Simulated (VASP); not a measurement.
# GaIrO4 (F-43m) in VASP: notebook

GaIrO4 is run at these levels: PBE; tasks: single point.

All numbers are computed with VASP 6.6.1; they aren't measurements. Logs are shortened: lines on timing, memory, paths and dates and some standing lists are left out, and cuts for length are marked.

## (1) The cell of the first run

The structure is cubic, space group F-43m (No. 216). The conventional cell has a = 6.113 Å, b = 6.113 Å, c = 6.113 Å, α = 90.00°, β = 90.00°, γ = 90.00°. Ga (site symmetry -43m) has 12 O at 2.53 Å and 4 Ir at 2.65 Å within 3.3 Å. Within 3.3 Å of Ir (site symmetry -43m) lie 12 O at 2.54 Å and 4 Ga at 2.65 Å. Within 2.8 Å of O (site symmetry 3m) lie 6 O at 2.15 to 2.17 Å and 3 Ga at 2.53 Å and 3 Ir at 2.54 Å.

## (2) Single point, PBE, collinear spin, ferromagnetic start

INCAR

```
ALGO = Normal ; EDIFF = 1E-7
ENCUT = 520 ; GGA = PE
ISIF = 2 ; ISMEAR = 0
ISPIN = 2 ; LASPH = T
LCHARG = F ; LMAXMIX = 4
LORBIT = 11 ; LREAL = F
LWAVE = F ; MAGMOM = 0 1 0 0 0 0
NBANDS = 36 ; NELM = 150
PREC = Accurate ; SIGMA = 0.1
```

KPOINTS

```
k-points
0
Gamma
  6 6 6
```

POSCAR

```
GaIrO4
1.0
    0.0000000000      3.0566872107      3.0566872107
    3.0566872107      0.0000000000      3.0566872107
    3.0566872107      3.0566872107      0.0000000000
Ga Ir O
1 1 4
Direct
    0.0000000000      0.0000000000      0.0000000000
    0.2500000000      0.2500000000      0.2500000000
    0.6257700000      0.1226900000      0.6257700000
    0.6257700000      0.6257700000      0.1226900000
    0.6257700000      0.6257700000      0.6257700000
    0.1226900000      0.6257700000      0.6257700000
```

Potentials or basis: VASP PAW PBE potentials, release 64 (Ga_d, Ir, O).

On the command line:

```sh
> cat potpaw_PBE.64/Ga_d/POTCAR potpaw_PBE.64/Ir/POTCAR potpaw_PBE.64/O/POTCAR > POTCAR
> mpirun -np 1 vasp_std > vasp.out
```

OUTCAR:

```text
EDIFF = 1E-7
   ENCUT = 520
   GGA = PE
   ISIF = 2
   ISMEAR = 0
   ISPIN = 2
   LASPH = T
   LORBIT = 11
   LREAL = F
   NELM = 150
   PREC = Accurate

 ion  position               nearest neighbor table
   1  0.000  0.000  0.000-   2 2.65   2 2.65   2 2.65   2 2.65
   2  0.250  0.250  0.250-   3 2.54   6 2.54   4 2.54   6 2.54   3 2.54   4 2.54   5 2.54   5 2.54
                             5 2.54   3 2.54   4 2.54   6 2.54   1 2.65   1 2.65   1 2.65   1 2.65
   3  0.626  0.123  0.626-   2 2.54   2 2.54   2 2.54
   4  0.626  0.626  0.123-   2 2.54   2 2.54   2 2.54
   5  0.626  0.626  0.626-   2 2.54   2 2.54   2 2.54
   6  0.123  0.626  0.626-   2 2.54   2 2.54   2 2.54

  LATTYP: Found a face centered cubic cell.
 ALAT       =     6.1133744214

  Lattice vectors:

 A1 = (   0.0000000000,   3.0566872107,   3.0566872107)
 A2 = (   3.0566872107,   0.0000000000,   3.0566872107)
 A3 = (   3.0566872107,   3.0566872107,   0.0000000000)

Analysis of symmetry for initial positions (statically):
=====================================================================
 Subroutine PRICEL returns:
 Original cell was already a primitive cell.

 Routine SETGRP: Setting up the symmetry group for a
 face centered cubic supercell.

 Subroutine GETGRP returns: Found 24 space group operations
 (whereof 24 operations were pure point group operations)
 out of a pool of 48 trial point group operations.

The static configuration has the point symmetry T_d .

Analysis of symmetry for dynamics (positions and initial velocities):
=====================================================================
 Subroutine PRICEL returns:
 Original cell was already a primitive cell.

 Routine SETGRP: Setting up the symmetry group for a
 face centered cubic supercell.

 Subroutine GETGRP returns: Found 24 space group operations
 (whereof 24 operations were pure point group operations)
 out of a pool of 48 trial point group operations.

The dynamic configuration has the point symmetry T_d .

Analysis of structural, dynamic, and magnetic symmetry:
=====================================================================
 Subroutine PRICEL returns:
 Original cell was already a primitive cell.

 Routine SETGRP: Setting up the symmetry group for a
 face centered cubic supercell.

 Subroutine GETGRP returns: Found 24 space group operations
 (whereof 24 operations were pure point group operations)
 out of a pool of 48 trial point group operations.

The overall configuration has the point symmetry T_d .

 Subroutine INISYM returns: Found 24 space group operations
 (whereof 24 operations are pure point group operations),
 and found     1 'primitive' translations

----------------------------------------------------------------------------------------

                                     Primitive cell

  volume of cell :      57.1193

  direct lattice vectors                    reciprocal lattice vectors
     0.000000000  3.056687211  3.056687211    -0.163575782  0.163575782  0.163575782
     3.056687211  0.000000000  3.056687211     0.163575782 -0.163575782  0.163575782
     3.056687211  3.056687211  0.000000000     0.163575782  0.163575782 -0.163575782

  length of vectors
     4.322808509  4.322808509  4.322808509     0.283321565  0.283321565  0.283321565

  position of ions in fractional coordinates (direct lattice)
     0.000000000  0.000000000  0.000000000
     0.250000000  0.250000000  0.250000000
     0.625770000  0.122690000  0.625770000
     0.625770000  0.625770000  0.122690000
     0.625770000  0.625770000  0.625770000
     0.122690000  0.625770000  0.625770000

  ion indices of the primitive-cell ions
   primitive index   ion index
                 1           1
                 2           2
                 3           3
                 4           4
                 5           5
                 6           6

----------------------------------------------------------------------------------------

 KPOINTS: k-points

Automatic generation of k-mesh.
 Grid dimensions read from file:
 generate k-points for:    6    6    6

 Generating k-lattice:

  Cartesian coordinates                     Fractional coordinates (reciprocal lattice)
    -0.027262630  0.027262630  0.027262630     0.166666667  0.000000000  0.000000000
     0.027262630 -0.027262630  0.027262630     0.000000000  0.166666667  0.000000000
     0.027262630  0.027262630 -0.027262630     0.000000000  0.000000000  0.166666667

  Length of vectors
     0.047220261  0.047220261  0.047220261

  Shift w.r.t. Gamma in fractional coordinates (k-lattice)
     0.000000000  0.000000000  0.000000000

 Subroutine IBZKPT returns following result:
 ===========================================

 Found     16 irreducible k-points:

 Following reciprocal coordinates:
            Coordinates               Weight
  0.000000  0.000000  0.000000      1.000000
  0.166667  0.000000  0.000000      8.000000
  0.333333  0.000000  0.000000      8.000000
  0.500000  0.000000  0.000000      4.000000
  0.166667  0.166667  0.000000      6.000000
  0.333333  0.166667  0.000000     24.000000
[... 8 lines left out ...]
 -0.333333  0.333333  0.166667     24.000000
 -0.333333  0.500000  0.166667     12.000000
   k-points           NKPTS =     16   k-points in BZ     NKDIM =     16   number of bands    NBANDS=     36
   number of dos      NEDOS =    301   number of ions     NIONS =      6
   total plane-waves  NPLWV =  32768
   dimension x,y,z NGX =    32 NGY =   32 NGZ =   32
   dimension x,y,z NGXF=    64 NGYF=   64 NGZF=   64
   ions per type =               1   1   4
   NGX,Y,Z   is equivalent  to a cutoff of  12.31, 12.31, 12.31 a.u.
   NGXF,Y,Z  is equivalent  to a cutoff of  24.61, 24.61, 24.61 a.u.
 SYSTEM =  unknown system
   PREC   = accura    normal or accurate (medium, high low for compatibility)
   ISTART =      0    job   : 0-new  1-cont  2-samecut
   ICHARG =      2    charge: 1-file 2-atom 10-const
   ISPIN  =      2    spin polarized calculation?
   LNONCOLLINEAR =      F non collinear calculations
   LSORBIT =      F    spin-orbit coupling
   LASPH  =      T    aspherical Exc in radial PAW
   ENCUT  =  520.0 eV  38.22 Ry    6.18 a.u.   8.04  8.04  8.04*2*pi/ulx,y,z
   NELM   =    150;   NELMIN=  2; NELMDL= -5     # of ELM steps
   EDIFF  = 0.1E-06   stopping-criterion for ELM
   LREAL  =      F    real-space projection
   EDIFFG = 0.1E-05   stopping-criterion for IOM
   NSW    =      0    number of steps for IOM
   IBRION =     -1    ionic relax: 0-MD 1-quasi-New 2-CG
   NFREE  =      0    steps in history (QN), initial steepest desc. (CG)
   ISIF   =      2    stress and relaxation
   ISYM   =      2    0-nonsym 1-usesym 2-fastsym
   POTIM  = 0.5000    time-step for ionic-motion
   TEBEG  =    0.0;   TEEND  =   0.0 temperature during run
   PSTRESS=    0.0 pullay stress
   NELECT =      46.0000    total number of electrons
   NUPDOWN=      -1.0000    fix difference up-down
   EMIN   =  10.00;   EMAX   =-10.00  energy-range for DOS
   EFERMI =   0.00;   METHOD = LEGACY
   ISMEAR =     0;   SIGMA  =   0.10  broadening in eV -4-tet -1-fermi 0-gaus
   EFERMI_NEDOS =   21; number of points for ismear=-14 and -15
   IALGO  =     38    algorithm
   IMIX   =      4    mixing-type and parameters
     AMIX     =   0.40;   BMIX     =  1.00
     AMIX_MAG =   1.60;   BMIX_MAG =  1.00
  volume/ion in A,a.u.               =       9.52        64.24
  Fermi-wavevector in a.u.,A,eV,Ry     =   1.523116  2.878273 31.563934  2.319884
  Thomas-Fermi vector in A             =   2.631603
   LORBIT       =     11    0 simple, 1 ext, 2 COOP (PROOUT), +10 PAW based schemes
   GGA     = PE    functional components
   LHFCALC =     F    Hartree Fock is set to
   AEXX    =    0.0000 exact exchange contribution
   IVDW    =     0    specifies the selected vdW correction
   LEPSILON=     F    determine dielectric tensor
   LRPA    =     F    only Hartree local field effects (RPA)
 spin polarized calculation
 Gauss-broadening in eV      SIGMA  =   0.10
  energy-cutoff  :      520.00
  volume of cell :       57.12
 maximum number of plane-waves:      1572
   NGX = 17   NGY = 17   NGZ = 17

 number of electron      46.0000000 magnetization       0.5101360

 Free energy of the ion-electron system (eV)
  ---------------------------------------------------
  ext. energy  EPLUGINS =         0.00000000
  ---------------------------------------------------
  free energy    TOTEN  =       -23.84627078 eV

  energy without entropy =      -23.81806905  energy(sigma->0) =      -23.83216991

 E-fermi :   6.3626     XC(G=0): -12.8988

 val. band max:        6.3620254010   @ k =  -0.1667   0.1667   0.0000
 cond. band min:       6.3641126177   @ k =   0.5000   0.0000   0.0000
 fundamental gap:      0.0020872167
 Fermi energy:         6.3626390018

 spin component 1

 k-point     1 :       0.0000    0.0000    0.0000
  band No.  band energies     occupation
      1     -14.7273      1.00000
      2     -10.4821      1.00000
      3     -10.4821      1.00000
      4     -10.4821      1.00000
      5      -8.1628      1.00000
      6      -8.1628      1.00000
[... 27 lines left out ...]
     34      19.9892      0.00000
     35      25.5485      0.00000

 k-point     2 :       0.1667    0.0000    0.0000
  band No.  band energies     occupation
      1     -14.5513      1.00000
      2     -10.8206      1.00000
      3     -10.5153      1.00000
      4     -10.5153      1.00000
      5      -8.1629      1.00000
      6      -8.1629      1.00000
[... 27 lines left out ...]
     34      19.8681      0.00000
     35      25.1052      0.00000
[... 492 lines left out ...]
     34      21.8801      0.00000
     35      23.3348      0.00000

 k-point    16 :      -0.3333    0.5000    0.1667
  band No.  band energies     occupation
      1     -12.9811      1.00000
      2     -12.8365      1.00000
      3     -10.6763      1.00000
      4     -10.6635      1.00000
      5      -8.1732      1.00000
      6      -8.1550      1.00000
[... 27 lines left out ...]
     34      21.2384      0.00000
     35      23.4305      0.00000
 Fermi energy:         6.3626390018

 spin component 2

 k-point     1 :       0.0000    0.0000    0.0000
  band No.  band energies     occupation
      1     -14.6462      1.00000
      2     -10.3785      1.00000
      3     -10.3785      1.00000
      4     -10.3785      1.00000
      5      -8.1655      1.00000
      6      -8.1655      1.00000
[... 27 lines left out ...]
     34      20.0623      0.00000
     35      25.5727      0.00000

 k-point     2 :       0.1667    0.0000    0.0000
  band No.  band energies     occupation
      1     -14.4694      1.00000
      2     -10.7198      1.00000
      3     -10.4122      1.00000
      4     -10.4122      1.00000
      5      -8.1657      1.00000
      6      -8.1657      1.00000
[... 27 lines left out ...]
     34      19.9379      0.00000
     35      25.1339      0.00000
[... 492 lines left out ...]
     34      21.9312      0.00000
     35      23.3544      0.00000

 k-point    16 :      -0.3333    0.5000    0.1667
  band No.  band energies     occupation
      1     -12.8913      1.00000
      2     -12.7488      1.00000
      3     -10.5730      1.00000
      4     -10.5617      1.00000
      5      -8.1757      1.00000
      6      -8.1577      1.00000
[... 27 lines left out ...]
     34      21.2921      0.00000
     35      23.4515      0.00000
 [bands above 35 left out]

------------------------ aborting loop because EDIFF is reached ----------------------------------------

  FORCE on cell =-STRESS in cart. coord.  units (eV):
  Direction    XX          YY          ZZ          XY          YZ          ZX
  --------------------------------------------------------------------------------------
  -------------------------------------------------------------------------------------
  Total        4.0552230      4.0552230      4.0552230      0.0000000      0.0000000      0.0000000
  in kB      113.7476224    113.7476224    113.7476224      0.0000000      0.0000000      0.0000000
  external PRESSURE =     113.7476224 kB  Pullay stress =       0.0000000 kB

 VOLUME and BASIS-vectors are now :
 -----------------------------------------------------------------------------
  energy-cutoff  :      520.00
  volume of cell :       57.12
      direct lattice vectors                 reciprocal lattice vectors
     0.000000000  3.056687211  3.056687211    -0.163575782  0.163575782  0.163575782
     3.056687211  0.000000000  3.056687211     0.163575782 -0.163575782  0.163575782
     3.056687211  3.056687211  0.000000000     0.163575782  0.163575782 -0.163575782

 POSITION                                       TOTAL-FORCE (eV/Angst)
 -----------------------------------------------------------------------------------
      0.00000      0.00000      0.00000         0.000000      0.000000      0.000000
      1.52834      1.52834      1.52834         0.000000      0.000000      0.000000
      2.28781      3.82557      2.28781         0.049976     -0.049976      0.049976
      2.28781      2.28781      3.82557         0.049976      0.049976     -0.049976
      3.82557      3.82557      3.82557        -0.049976     -0.049976     -0.049976
      3.82557      2.28781      2.28781        -0.049976      0.049976      0.049976
 -----------------------------------------------------------------------------------
    total drift:                                0.000003      0.000003      0.000002

  FREE ENERGIE OF THE ION-ELECTRON SYSTEM (eV)
  ---------------------------------------------------
  free  energy   TOTEN  =       -23.8462707815 eV

  energy  without entropy=      -23.8180690453  energy(sigma->0) =      -23.83216991

 total charge

# of ion       s       p       d       tot
------------------------------------------
    1        0.892   0.498  10.043  11.432
    2        0.432   0.353   6.933   7.718
    3        1.654   3.089   0.000   4.743
    4        1.654   3.089   0.000   4.743
    5        1.654   3.089   0.000   4.743
    6        1.654   3.089   0.000   4.743
--------------------------------------------------
tot          7.940  13.208  16.976  38.124

 magnetization (x)

# of ion       s       p       d       tot
------------------------------------------
    1       -0.008  -0.004  -0.000  -0.012
    2        0.000  -0.000   0.279   0.279
    3        0.001   0.054   0.000   0.054
    4        0.001   0.054   0.000   0.054
    5        0.001   0.054   0.000   0.054
    6        0.001   0.054   0.000   0.054
--------------------------------------------------
tot         -0.005   0.210   0.279   0.483
```

It took 66 s on 1 thread of AMD EPYC 9R45 (Zen 5), shared host; peak memory 0.21 GiB.

Results:

- Free energy: -23.8463 eV
- Pressure: 11.4 GPa
- Largest force: 0.087 eV/Å
- Net moment: 0.51 μB per cell
- Site moments: Ga -0.01; Ir +0.28; O +0.05 μB
- Valence electrons inside the program's atomic spheres: Ga 11.43; Ir 7.72; O 4.74

Forces in eV/Å, atoms in the order of the input:
```
Ga   0.000  0.000  0.000
Ir   0.000  0.000  0.000
O    0.050 -0.050  0.050
O    0.050  0.050 -0.050
O   -0.050 -0.050 -0.050
O   -0.050  0.050  0.050
```

Levels at points of the mesh, in eV from the Fermi level:
Spin up:
```tsv
k point	band 19	band 20	band 21	band 22	band 23	band 24	band 25	band 26	band 27	band 28
(0.00, 0.00, 0.00)	-1.22	-0.23	-0.23	-0.23	0.50	0.50	1.02	1.02	1.02	5.43
(0.50, 0.00, 0.00)	-2.27	-0.75	-0.75	-0.19	0.00	0.00	1.01	1.01	1.36	1.94
(0.50, 0.50, 0.00)	-2.51	-1.53	-1.30	-1.30	-0.98	0.69	0.69	0.70	1.32	3.23
```
Spin down:
| k point | band 19 | band 20 | band 21 | band 22 | band 23 | band 24 | band 25 | band 26 | band 27 | band 28 |
| --- | --- | --- | --- | --- | --- | --- | --- | --- | --- | --- |
| (0.00, 0.00, 0.00) | -1.09 | -0.08 | -0.08 | -0.08 | 0.74 | 0.74 | 1.08 | 1.08 | 1.08 | 5.45 |
| (0.50, 0.00, 0.00) | -2.24 | -0.58 | -0.58 | -0.04 | 0.18 | 0.18 | 1.10 | 1.10 | 1.44 | 2.04 |
| (0.50, 0.50, 0.00) | -2.38 | -1.30 | -1.18 | -1.18 | -0.84 | 0.77 | 0.77 | 0.93 | 1.39 | 3.35 |

Caveat: spin-orbit coupling is left out, which moves the levels of the heavy elements.

## (3) Single point, PBE, collinear spin, ferromagnetic start

This run uses another cell than the first one, of 10.11 Å³/atom, 1.062 times its volume.

INCAR

```
SYSTEM = GaIrO4
ALGO = Normal
EDIFF = 1E-7
ENCUT = 520
GGA = PE
ISIF = 2
ISMEAR = 0
ISPIN = 2
LASPH = .TRUE.
LCHARG = .TRUE.
LELF = .TRUE.
LMAXMIX = 4
LORBIT = 11
LREAL = .FALSE.
LVHAR = .TRUE.
LWAVE = .FALSE.
MAGMOM = 0 0.27 0 0 0 0
NBANDS = 36
NELM = 150
PREC = Accurate
SIGMA = 0.1
```

KPOINTS

```
k-points
0
G
  6 6 6
  0 0 0
```

POSCAR

```
GaIrO4
1.0
    0.0000000000      3.1181538835      3.1181538835
    3.1181538835      0.0000000000      3.1181538835
    3.1181538835      3.1181538835      0.0000000000
Ga Ir O
1 1 4
Direct
    0.0000000000      0.0000000000      0.0000000000
    0.2500000000      0.2500000000      0.2500000000
    0.6255967803      0.1232096592      0.6255967803
    0.6255967803      0.6255967803      0.1232096592
    0.6255967803      0.6255967803      0.6255967803
    0.1232096592      0.6255967803      0.6255967803
```

Potentials or basis: VASP PAW PBE potentials, release 64 (Ga_d, Ir, O).

On the command line:

```sh
> cat potpaw_PBE.64/Ga_d/POTCAR potpaw_PBE.64/Ir/POTCAR potpaw_PBE.64/O/POTCAR > POTCAR
> mpirun -np 1 vasp_std > vasp.out
```

It took 96 s on 1 thread of AMD EPYC 9R45 (Zen 5), shared host; peak memory 0.24 GiB.

The run converged. Its results:

```yaml
Free_energy: -23.9727 eV
Pressure: 0.2 GPa
Largest_force: 0.004 eV/Å
Net_moment: 0.93 μB per cell
Site_moments: Ga -0.02; Ir +0.49; O +0.10 μB
Valence_electrons_inside_the_program's_atomic_spheres: Ga 11.37; Ir 7.62; O 4.72
```

Forces on the atoms (eV/Å):
```
Ga   0.000  0.000  0.000
Ir   0.000  0.000  0.000
O   -0.002  0.002 -0.002
O   -0.002 -0.002  0.002
O    0.002  0.002  0.002
O    0.002 -0.002 -0.002
```

Levels at points of the mesh, in eV from the Fermi level:
Spin up:
| k point | band 20 | band 21 | band 22 | band 23 | band 24 | band 25 | band 26 | band 27 |
| --- | --- | --- | --- | --- | --- | --- | --- | --- |
| (0.00, 0.00, 0.00) | -0.30 | -0.30 | -0.30 | 0.35 | 0.35 | 0.92 | 0.92 | 0.92 |
| (0.50, 0.00, 0.00) | -0.74 | -0.74 | -0.27 | -0.09 | -0.09 | 0.90 | 0.90 | 1.16 |
| (0.50, 0.50, 0.00) | -1.52 | -1.22 | -1.22 | -1.00 | 0.54 | 0.60 | 0.60 | 1.08 |
Spin down:
```
           k point  band 21  band 22  band 23  band 24  band 25  band 26
(0.00, 0.00, 0.00)     0.01     0.01     0.78     0.78     0.99     0.99
(0.50, 0.00, 0.00)    -0.45     0.04     0.25     0.25     1.04     1.04
(0.50, 0.50, 0.00)    -1.03    -1.03    -0.73     0.73     0.73     0.96
```

Caveat: spin-orbit coupling is left out, which moves the levels of the heavy elements.
